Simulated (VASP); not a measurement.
# Cr (I4/mmm) in VASP: a series of runs

The runs below take Cr through single point, with PBE.

Everything below comes from runs of VASP 6.6.1. Logs are shortened: lines on timing, memory, paths and dates and some standing lists are left out, and cuts for length are marked.

## Step 1: The cell of the first run

It takes space group I4/mmm (No. 139, tetragonal). The conventional cell has a = 2.884 Å, b = 2.884 Å, c = 2.970 Å, α = 90.00°, β = 90.00°, γ = 90.00°. Within 3.3 Å of Cr (site symmetry 4/mmm) lie 14 Cr at 2.52 to 2.97 Å.

## Step 2: Single point, PBE, collinear spin, ferromagnetic start (zz strain of +3 %)

Contents of INCAR:

```
PREC = Accurate
ENCUT = 520
EDIFF = 1E-6
ISMEAR = -1
SIGMA = 0.08
LREAL = F
LASPH = T
NELM = 150
ALGO = Normal
ISIF = 2
LWAVE = F
LCHARG = T
ISPIN = 2
MAGMOM = 3
LORBIT = 11
LMAXMIX = 4
GGA = PE
LELF = T
LVHAR = T
NBANDS = 16
```

Contents of KPOINTS:

```
Automatic mesh
0
Gamma
  18 18 18
```

Contents of POSCAR:

```
Cr
1.0
   -1.4419500000      1.4419500000      1.4852085000
    1.4419500000     -1.4419500000      1.4852085000
    1.4419500000      1.4419500000     -1.4852085000
Cr
1
Direct
    0.0000000000      0.0000000000      0.0000000000
```

Potentials or basis: VASP PAW PBE potentials, release 64 (Cr_pv).

The run is started by

```sh
> cat potpaw_PBE.64/Cr_pv/POTCAR > POTCAR
> mpirun -np 1 vasp_std > vasp.out
```

OUTCAR:

```text
PREC = Accurate
   ENCUT = 520
   EDIFF = 1E-6
   ISMEAR = -1
   LREAL = F
   LASPH = T
   NELM = 150
   ISIF = 2
   ISPIN = 2
   LORBIT = 11
   GGA = PE

 ion  position               nearest neighbor table
   1  0.000  0.000  0.000-

  LATTYP: Found a body centered tetragonal cell.
 ALAT       =     2.8839000000
 C/A-ratio  =     1.0300000000

  Lattice vectors:

 A1 = (  -1.4419500000,   1.4419500000,   1.4852085000)
 A2 = (   1.4419500000,  -1.4419500000,   1.4852085000)
 A3 = (   1.4419500000,   1.4419500000,  -1.4852085000)

Analysis of symmetry for initial positions (statically):
=====================================================================
 Subroutine PRICEL returns:
 Original cell was already a primitive cell.

 Routine SETGRP: Setting up the symmetry group for a
 body centered tetragonal supercell.

 Subroutine GETGRP returns: Found 16 space group operations
 (whereof 16 operations were pure point group operations)
 out of a pool of 16 trial point group operations.

The static configuration has the point symmetry D_4h.

Analysis of symmetry for dynamics (positions and initial velocities):
=====================================================================
 Subroutine PRICEL returns:
 Original cell was already a primitive cell.

 Routine SETGRP: Setting up the symmetry group for a
 body centered tetragonal supercell.

 Subroutine GETGRP returns: Found 16 space group operations
 (whereof 16 operations were pure point group operations)
 out of a pool of 16 trial point group operations.

The dynamic configuration has the point symmetry D_4h.

Analysis of structural, dynamic, and magnetic symmetry:
=====================================================================
 Subroutine PRICEL returns:
 Original cell was already a primitive cell.

 Routine SETGRP: Setting up the symmetry group for a
 body centered tetragonal supercell.

 Subroutine GETGRP returns: Found 16 space group operations
 (whereof 16 operations were pure point group operations)
 out of a pool of 16 trial point group operations.

The overall configuration has the point symmetry D_4h.

 Subroutine INISYM returns: Found 16 space group operations
 (whereof 16 operations are pure point group operations),
 and found     1 'primitive' translations

----------------------------------------------------------------------------------------

                                     Primitive cell

  volume of cell :      12.3523

  direct lattice vectors                    reciprocal lattice vectors
    -1.441950000  1.441950000  1.485208500     0.000000000  0.346752661  0.336653069
     1.441950000 -1.441950000  1.485208500     0.346752661  0.000000000  0.336653069
     1.441950000  1.441950000 -1.485208500     0.346752661  0.346752661  0.000000000

  length of vectors
     2.522753237  2.522753237  2.522753237     0.483293593  0.483293593  0.490382316

  position of ions in fractional coordinates (direct lattice)
     0.000000000  0.000000000  0.000000000

  ion indices of the primitive-cell ions
   primitive index   ion index
                 1           1

----------------------------------------------------------------------------------------

 KPOINTS: Automatic mesh

Automatic generation of k-mesh.
 Grid dimensions read from file:
 generate k-points for:   18   18   18

 Generating k-lattice:

  Cartesian coordinates                     Fractional coordinates (reciprocal lattice)
     0.000000000  0.019264037  0.018702948     0.055555556  0.000000000 -0.000000000
     0.019264037  0.000000000  0.018702948     0.000000000  0.055555556 -0.000000000
     0.019264037  0.019264037  0.000000000     0.000000000  0.000000000  0.055555556

  Length of vectors
     0.026849644  0.026849644  0.027243462

  Shift w.r.t. Gamma in fractional coordinates (k-lattice)
     0.000000000  0.000000000  0.000000000

 Subroutine IBZKPT returns following result:
 ===========================================

 Found    480 irreducible k-points:

 Following reciprocal coordinates:
            Coordinates               Weight
  0.000000  0.000000  0.000000      1.000000
  0.055556  0.000000 -0.000000      8.000000
  0.111111  0.000000 -0.000000      8.000000
  0.166667  0.000000  0.000000      8.000000
  0.222222 -0.000000  0.000000      8.000000
  0.277778  0.000000 -0.000000      8.000000
[... 16 lines left out ...]
 -0.277778  0.055556  0.000000     16.000000
 -0.222222  0.055556  0.000000     16.000000
 [... further k-points ...]
   k-points           NKPTS =    480   k-points in BZ     NKDIM =    480   number of bands    NBANDS=     16
   number of dos      NEDOS =    301   number of ions     NIONS =      1
   total plane-waves  NPLWV =   8000
   dimension x,y,z NGX =    20 NGY =   20 NGZ =   20
   dimension x,y,z NGXF=    40 NGYF=   40 NGZF=   40
   ions per type =               1
   NGX,Y,Z   is equivalent  to a cutoff of  13.18, 13.18, 13.18 a.u.
   NGXF,Y,Z  is equivalent  to a cutoff of  26.36, 26.36, 26.36 a.u.
 SYSTEM =  unknown system
   PREC   = accura    normal or accurate (medium, high low for compatibility)
   ISTART =      0    job   : 0-new  1-cont  2-samecut
   ICHARG =      2    charge: 1-file 2-atom 10-const
   ISPIN  =      2    spin polarized calculation?
   LNONCOLLINEAR =      F non collinear calculations
   LSORBIT =      F    spin-orbit coupling
   LASPH  =      T    aspherical Exc in radial PAW
   ENCUT  =  520.0 eV  38.22 Ry    6.18 a.u.   4.69  4.69  4.69*2*pi/ulx,y,z
   NELM   =    150;   NELMIN=  2; NELMDL= -5     # of ELM steps
   EDIFF  = 0.1E-05   stopping-criterion for ELM
   LREAL  =      F    real-space projection
   EDIFFG = 0.1E-04   stopping-criterion for IOM
   NSW    =      0    number of steps for IOM
   IBRION =     -1    ionic relax: 0-MD 1-quasi-New 2-CG
   NFREE  =      0    steps in history (QN), initial steepest desc. (CG)
   ISIF   =      2    stress and relaxation
   ISYM   =      2    0-nonsym 1-usesym 2-fastsym
   POTIM  = 0.5000    time-step for ionic-motion
   TEBEG  =    0.0;   TEEND  =   0.0 temperature during run
   PSTRESS=    0.0 pullay stress
   NELECT =      12.0000    total number of electrons
   NUPDOWN=      -1.0000    fix difference up-down
   EMIN   =  10.00;   EMAX   =-10.00  energy-range for DOS
   EFERMI =   0.00;   METHOD = LEGACY
   ISMEAR =    -1;   SIGMA  =   0.08  broadening in eV -4-tet -1-fermi 0-gaus
   EFERMI_NEDOS =   21; number of points for ismear=-14 and -15
   IALGO  =     38    algorithm
   IMIX   =      4    mixing-type and parameters
     AMIX     =   0.40;   BMIX     =  1.00
     AMIX_MAG =   1.60;   BMIX_MAG =  1.00
  volume/ion in A,a.u.               =      12.35        83.36
  Fermi-wavevector in a.u.,A,eV,Ry     =   1.621384  3.063972 35.768181  2.628887
  Thomas-Fermi vector in A             =   2.715169
   LORBIT       =     11    0 simple, 1 ext, 2 COOP (PROOUT), +10 PAW based schemes
   GGA     = PE    functional components
   LHFCALC =     F    Hartree Fock is set to
   AEXX    =    0.0000 exact exchange contribution
   IVDW    =     0    specifies the selected vdW correction
   LEPSILON=     F    determine dielectric tensor
   LRPA    =     F    only Hartree local field effects (RPA)
 spin polarized calculation
  energy-cutoff  :      520.00
  volume of cell :       12.35
 maximum number of plane-waves:       350
   NGX =  9   NGY =  9   NGZ =  9

 number of electron      12.0000001 magnetization       0.0006723

 number of electron      12.0000001 magnetization      -0.0000106

 Free energy of the ion-electron system (eV)
  ---------------------------------------------------
  ext. energy  EPLUGINS =         0.00000000
  ---------------------------------------------------
  free energy    TOTEN  =        -9.47444369 eV

  energy without entropy =       -9.45658989  energy(sigma->0) =       -9.46551679

 E-fermi :  10.0445     XC(G=0): -13.2889

 val. band max:       10.0370452091   @ k =  -0.4444   0.5000   0.2778
 cond. band min:      10.0474879796   @ k =  -0.2778   0.3889   0.2778
 fundamental gap:      0.0104427705
 Fermi energy:        10.0445274076

 spin component 1

 k-point     1 :       0.0000    0.0000    0.0000
  band No.  band energies     occupation
      1     -32.7770      1.00000
      2     -32.7654      1.00000
      3     -32.7654      1.00000
      4       2.4354      1.00000
      5       9.1441      0.99999
      6       9.1441      0.99999
[... 8 lines left out ...]
     15      38.7830      0.00000
     16      42.3407      0.00000
[... 419 lines left out ...]
 k-point    24 :      -0.2222    0.0556    0.0000
  band No.  band energies     occupation
      1     -33.0329      1.00000
      2     -32.8404      1.00000
      3     -32.7810      1.00000
      4       3.9663      1.00000
      5       8.7647      1.00000
      6       8.9038      1.00000
[... 8 lines left out ...]
     15      37.3994      0.00000
     16      38.7790      0.00000

 [... further k-points ...]

 spin component 2

 k-point     1 :       0.0000    0.0000    0.0000
  band No.  band energies     occupation
      1     -32.7771      1.00000
      2     -32.7655      1.00000
      3     -32.7655      1.00000
      4       2.4354      1.00000
      5       9.1441      0.99999
      6       9.1441      0.99999
[... 8 lines left out ...]
     15      38.7831      0.00000
     16      42.3407      0.00000
[... 419 lines left out ...]
 k-point    24 :      -0.2222    0.0556    0.0000
  band No.  band energies     occupation
      1     -33.0329      1.00000
      2     -32.8404      1.00000
      3     -32.7810      1.00000
      4       3.9663      1.00000
      5       8.7647      1.00000
      6       8.9038      1.00000
[... 8 lines left out ...]
     15      37.3995      0.00000
     16      38.7790      0.00000

 [... further k-points ...]

------------------------ aborting loop because EDIFF is reached ----------------------------------------

  FORCE on cell =-STRESS in cart. coord.  units (eV):
  Direction    XX          YY          ZZ          XY          YZ          ZX
  --------------------------------------------------------------------------------------
  -------------------------------------------------------------------------------------
  Total       -0.9552842     -0.9552842     -1.5928179      0.0000000      0.0000000      0.0000000
  in kB     -123.9068638   -123.9068638   -206.5993245      0.0000000      0.0000000      0.0000000
  external PRESSURE =    -151.4710174 kB  Pullay stress =       0.0000000 kB

 VOLUME and BASIS-vectors are now :
 -----------------------------------------------------------------------------
  energy-cutoff  :      520.00
  volume of cell :       12.35
      direct lattice vectors                 reciprocal lattice vectors
    -1.441950000  1.441950000  1.485208500     0.000000000  0.346752661  0.336653069
     1.441950000 -1.441950000  1.485208500     0.346752661  0.000000000  0.336653069
     1.441950000  1.441950000 -1.485208500     0.346752661  0.346752661  0.000000000

 POSITION                                       TOTAL-FORCE (eV/Angst)
 -----------------------------------------------------------------------------------
      0.00000      0.00000      0.00000        -0.000000     -0.000000      0.000000
 -----------------------------------------------------------------------------------
    total drift:                                0.000000     -0.000000      0.000000

  FREE ENERGIE OF THE ION-ELECTRON SYSTEM (eV)
  ---------------------------------------------------
  free  energy   TOTEN  =        -9.4744436945 eV

  energy  without entropy=       -9.4565898948  energy(sigma->0) =       -9.46551679

 total charge

# of ion       s       p       d       tot
------------------------------------------
    1        0.416   6.365   4.138  10.919

 magnetization (x)

# of ion       s       p       d       tot
------------------------------------------
    1       -0.000   0.000  -0.000  -0.000
```

Wall time 98 s (1 thread of Intel Xeon 6975P-C (Granite Rapids), shared host); peak memory 0.24 GiB.

Results:

```yaml
Free_energy: -9.4744 eV
Pressure: -15.1 GPa
Band_gap_on_the_k_mesh: zero (filled and empty bands overlap)
Net_moment: 0.00 μB per cell
Valence_electrons_inside_the_program's_atomic_spheres: Cr 10.92
```

Caveat: the cell differs from its parent crystal (zz strain of +3 %); the cell stands under tension.

## Step 3: Single point, PBE, collinear spin, ferromagnetic start (x and y stretched by -2 %, z held)

Contents of INCAR:

```
  ALGO = Normal
  EDIFF = 1E-7
  ENCUT = 520
  GGA = PE
  ISIF = 2
  ISMEAR = -1
  ISPIN = 2
  LASPH = True
  LCHARG = False
  LMAXMIX = 4
  LORBIT = 11
  LREAL = False
  LWAVE = False
  MAGMOM = 3
  NBANDS = 16
  NELM = 150
  PREC = Accurate
  SIGMA = 0.08
```

Contents of KPOINTS:

```
k-points
0
Gamma
  18 18 18
```

Contents of POSCAR:

```
Cr
1.0
   -1.4131110000      1.4131110000      1.4419500000
    1.4131110000     -1.4131110000      1.4419500000
    1.4131110000      1.4131110000     -1.4419500000
Cr
1
Direct
    0.0000000000      0.0000000000      0.0000000000
```

Potentials or basis: VASP PAW PBE potentials, release 64 (Cr_pv).

The run is started by

```sh
> cat potpaw_PBE.64/Cr_pv/POTCAR > POTCAR
> mpirun -np 1 vasp_std > vasp.out
```

Run time: 73 s. Hardware: 1 thread of Intel Xeon 6975P-C (Granite Rapids), shared host; peak memory 0.23 GiB.

It converged, with:

```
Free energy                                           : -9.5185 eV
Pressure                                              : 0.4 GPa
Band gap on the k mesh                                : zero (filled and empty bands overlap)
Net moment                                            : 0.00 μB per cell
Valence electrons inside the program's atomic spheres : Cr 11.06
```

Stress tensor (GPa, compression positive):
```
 2.69  0.00  0.00
 0.00  2.69  0.00
 0.00  0.00 -4.07
```

Levels at points of the mesh, in eV from the Fermi level:
Spin up:
| k point | band 4 | band 5 | band 6 | band 7 | band 8 | band 9 |
| --- | --- | --- | --- | --- | --- | --- |
| (0.00, 0.00, 0.00) | -7.88 | -0.98 | -0.98 | -0.81 | 1.05 | 1.22 |
| (0.50, 0.00, 0.00) | -4.45 | -2.41 | 1.05 | 1.05 | 1.47 | 2.82 |
| (0.50, 0.50, 0.00) | -4.47 | -2.61 | 1.24 | 1.25 | 1.54 | 2.85 |
| (0.50, 0.50, 0.50) | -4.37 | -4.31 | 2.42 | 2.45 | 2.45 | 7.10 |
Spin down:
| k point | band 4 | band 5 | band 6 | band 7 | band 8 | band 9 |
| --- | --- | --- | --- | --- | --- | --- |
| (0.00, 0.00, 0.00) | -7.88 | -0.98 | -0.98 | -0.81 | 1.05 | 1.22 |
| (0.50, 0.00, 0.00) | -4.45 | -2.41 | 1.05 | 1.05 | 1.47 | 2.82 |
| (0.50, 0.50, 0.00) | -4.47 | -2.61 | 1.24 | 1.25 | 1.54 | 2.85 |
| (0.50, 0.50, 0.50) | -4.37 | -4.31 | 2.42 | 2.45 | 2.45 | 7.10 |

Caveat: the cell differs from its parent crystal (x and y stretched by -2 %, z held).

## Step 4: Single point, PBE, collinear spin, ferromagnetic start (x and y stretched by +1 %, z held)

Contents of INCAR:

```
SYSTEM = Cr
PREC     = Accurate       ! precision mode
ENCUT    = 520            ! plane-wave cutoff, eV
EDIFF    = 1E-6           ! SCF threshold, eV
ISMEAR   = -1             ! smearing method
SIGMA    = 0.08           ! smearing width, eV
LREAL    = .False.        ! projectors in reciprocal space
LASPH    = .True.         ! aspherical terms in the spheres
NELM     = 150            ! most SCF steps
ALGO     = Normal         ! electronic algorithm
ISIF     = 2              ! what is computed and relaxed
LWAVE    = .False.        ! write WAVECAR
LCHARG   = .True.         ! write CHGCAR
ISPIN    = 2              ! spin polarisation
MAGMOM   = 3              ! initial moments
LORBIT   = 11             ! projections on sites
LMAXMIX  = 4              ! l up to which the mixer works
GGA      = PE             ! functional
LELF     = .True.         ! ELF
LVHAR    = .True.       
NBANDS   = 16             ! bands
```

Contents of KPOINTS:

```
regular mesh
0
Gamma
  18 18 18
  0 0 0
```

Contents of POSCAR:

```
Cr
1.0
   -1.4563695000      1.4563695000      1.4419500000
    1.4563695000     -1.4563695000      1.4419500000
    1.4563695000      1.4563695000     -1.4419500000
Cr
1
Direct
    0.0000000000      0.0000000000      0.0000000000
```

The run is started by

```sh
> cat potpaw_PBE.64/Cr_pv/POTCAR > POTCAR
> mpirun -np 1 vasp_std > vasp.out
```

Wall time 84 s (1 thread of Intel Xeon 6975P-C (Granite Rapids), shared host); peak memory 0.25 GiB.

Results (log left out):

```yaml
Free_energy: -9.4906 eV
Pressure: -13.4 GPa
Band_gap_on_the_k_mesh: zero (filled and empty bands overlap)
Net_moment: 0.00 μB per cell
Valence_electrons_inside_the_program's_atomic_spheres: Cr 10.94
```

Stress tensor (GPa, compression positive):
```
-14.35   0.00   0.00
  0.00 -14.35   0.00
  0.00   0.00 -11.42
```

Levels at points of the mesh, in eV from the Fermi level:
Spin up:
| k point | band 3 | band 4 | band 5 | band 6 | band 7 | band 8 | band 9 | band 10 |
| --- | --- | --- | --- | --- | --- | --- | --- | --- |
| (0.00, 0.00, 0.00) | -42.80 | -7.65 | -0.90 | -0.82 | -0.82 | 1.02 | 1.10 | 7.07 |
| (0.50, 0.00, 0.00) | -42.81 | -4.16 | -2.30 | 1.01 | 1.07 | 1.38 | 2.61 | 7.06 |
| (0.50, 0.50, 0.00) | -42.81 | -4.15 | -2.21 | 0.93 | 0.99 | 1.34 | 2.60 | 7.06 |
| (0.50, 0.50, 0.50) | -43.32 | -3.98 | -3.96 | 2.24 | 2.24 | 2.26 | 7.07 | 9.98 |
Spin down:
| k point | band 3 | band 4 | band 5 | band 6 | band 7 | band 8 | band 9 | band 10 |
| --- | --- | --- | --- | --- | --- | --- | --- | --- |
| (0.00, 0.00, 0.00) | -42.80 | -7.65 | -0.90 | -0.82 | -0.82 | 1.02 | 1.10 | 7.07 |
| (0.50, 0.00, 0.00) | -42.81 | -4.16 | -2.30 | 1.01 | 1.07 | 1.38 | 2.61 | 7.06 |
| (0.50, 0.50, 0.00) | -42.81 | -4.15 | -2.21 | 0.93 | 0.99 | 1.34 | 2.60 | 7.06 |
| (0.50, 0.50, 0.50) | -43.32 | -3.98 | -3.96 | 2.24 | 2.24 | 2.26 | 7.07 | 9.98 |

Caveat: the cell differs from its parent crystal (x and y stretched by +1 %, z held); the cell stands under tension.

## Step 5: Single point, PBE, collinear spin, ferromagnetic start (equal xx and yy strain of +2 %)

Contents of INCAR:

```
SYSTEM = Cr
ALGO = Normal
EDIFF = 1E-6
ENCUT = 520
GGA = PE
ISIF = 2
ISMEAR = -1
ISPIN = 2
LASPH = .True.
LCHARG = .False.
LMAXMIX = 4
LORBIT = 11
LREAL = .False.
LWAVE = .False.
MAGMOM = 3
NBANDS = 16
NELM = 150
PREC = Accurate
SIGMA = 0.08
```

Contents of KPOINTS:

```
k-points
0
Gamma
  18 18 18
  0 0 0
```

Contents of POSCAR:

```
Cr
1.0
   -1.4707890000      1.4707890000      1.4419500000
    1.4707890000     -1.4707890000      1.4419500000
    1.4707890000      1.4707890000     -1.4419500000
Cr
1
Direct
    0.0000000000      0.0000000000      0.0000000000
```

The run is started by

```sh
> cat potpaw_PBE.64/Cr_pv/POTCAR > POTCAR
> mpirun -np 1 vasp_std > vasp.out
```

Run time: 65 s. Hardware: 1 thread of Intel Xeon Platinum 8481C at 2.70GHz (Sapphire Rapids), shared host; peak memory 0.25 GiB.

It converged, with:

* Free energy: -9.4653 eV
* Pressure: -17.3 GPa
* Band gap on the k mesh: zero (filled and empty bands overlap)
* Net moment: 0.00 μB per cell
* Valence electrons inside the program's atomic spheres: Cr 10.90

Stress tensor (GPa, compression positive):
```
-19.22   0.00   0.00
  0.00 -19.22   0.00
  0.00   0.00 -13.60
```

Levels at points of the mesh, in eV from the Fermi level:
Spin up:
```csv
k point,band 3,band 4,band 5,band 6,band 7,band 8,band 9,band 10
"(0.00, 0.00, 0.00)",-42.82,-7.57,-0.92,-0.77,-0.77,0.96,1.11,7.06
"(0.50, 0.00, 0.00)",-42.83,-4.06,-2.26,1.01,1.05,1.38,2.54,7.05
"(0.50, 0.50, 0.00)",-42.83,-4.05,-2.08,0.84,0.91,1.28,2.52,7.05
"(0.50, 0.50, 0.50)",-43.30,-3.88,-3.83,2.18,2.18,2.21,7.06,9.70
```
Spin down:
```tsv
k point	band 2	band 3	band 4	band 5	band 6	band 7	band 8	band 9	band 10	band 11
(0.00, 0.00, 0.00)	-42.83	-42.82	-7.57	-0.92	-0.77	-0.77	0.96	1.11	7.06	21.55
(0.50, 0.00, 0.00)	-43.06	-42.83	-4.06	-2.26	1.01	1.05	1.38	2.54	7.05	9.10
(0.50, 0.50, 0.00)	-43.04	-42.82	-4.05	-2.08	0.84	0.91	1.28	2.52	7.05	8.91
(0.50, 0.50, 0.50)	-43.33	-43.30	-3.88	-3.83	2.18	2.18	2.21	7.06	9.70	9.70
```

Caveat: the cell differs from its parent crystal (equal xx and yy strain of +2 %); the cell stands under tension.
